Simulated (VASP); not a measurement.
**Be: single point with BLYP**

The system is Be.

```
CELL_PARAMETERS angstrom
2.19069 0.00000 0.00000
0.00000 2.19069 0.00000
0.00000 0.00000 2.19069
ATOMIC_POSITIONS crystal
Be 0.00000 0.00000 0.00000
```

* Program: VASP 6.6.1
* Task: single point
* Functional: BLYP
* Potentials or basis: VASP PAW PBE potentials, release 64 (Be)
* Cutoff: 600 eV
* k mesh: 15 × 15 × 15
* Occupations: fermi-dirac, width 0.1 eV
* Spin: no spin polarisation
* Dipole correction: no
* Further INCAR settings: ALGO = Normal; EDIFF = 1e-06; NBANDS = 7

```yaml
Pressure: 0.1 GPa
Band_gap_on_the_k_mesh: zero (band 1 reaches 9.62 eV, above the bottom of band 2 at 3.46 eV)
```

Levels at points of the mesh, in eV from the Fermi level:
| k point | band 1 | band 2 | band 3 | band 4 | band 5 | band 6 |
| --- | --- | --- | --- | --- | --- | --- |
| (0.00, 0.00, 0.00) | -9.43 | 13.10 | 13.10 | 13.10 | 19.00 | 19.00 |

It took 6.1 s on 1 thread of Intel(R) Xeon(R) Platinum 8375C CPU @ 2.90GHz (Ice Lake), with other jobs on the host, peak memory 0.11 GiB.

Caveat: the PAW data sets were made with another functional, which shifts forces and pressure a little.
